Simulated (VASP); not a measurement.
Input of a VASP 6.6.1 run:

INCAR

```
PREC     = Accurate       # precision mode
ENCUT    = 520            # plane-wave cutoff, eV
EDIFF    = 1E-8           # SCF threshold, eV
ISMEAR   = -1             # smearing method
SIGMA    = 0.03           # smearing width, eV
LREAL    = False          # projectors in reciprocal space
LASPH    = True           # aspherical terms in the spheres
NELM     = 60             # most SCF steps
ALGO     = Normal         # electronic algorithm
ISIF     = 2              # what is computed and relaxed
LWAVE    = False          # write WAVECAR
LCHARG   = False          # write CHGCAR
LEFG     = True         
NBANDS   = 12             # bands
```

File KPOINTS:

```
Automatic mesh
0
Gamma
  10 10 10
```

POSCAR

```
LiF
1.0
    0.0201400000      2.0240700000      2.0240700000
    2.0240700000      0.0201400000      2.0240700000
    2.0240700000      2.0240700000      0.0201400000
Li F
1 1
Direct
    0.0000000000      0.0000000000      0.0000000000
    0.5000000000      0.5000000000      0.5000000000
```

Potentials or basis: VASP PAW LDA potentials, release 64 (Li_sv, F).

Run with:

```console
$ cat potpaw_LDA.64/Li_sv/POTCAR potpaw_LDA.64/F/POTCAR > POTCAR
$ mpirun -np 1 vasp_std > vasp.out
```

(1) Estimate the band gap on the k mesh.

Results:

(1) 8.81 eV, direct.

Caveat: the cell differs from its parent crystal (equal xy, yz and zx shear strains of +1 %); without QUAD_EFG the Cq values of the log hold for a quadrupole moment of 1 mb, not for the nuclei.
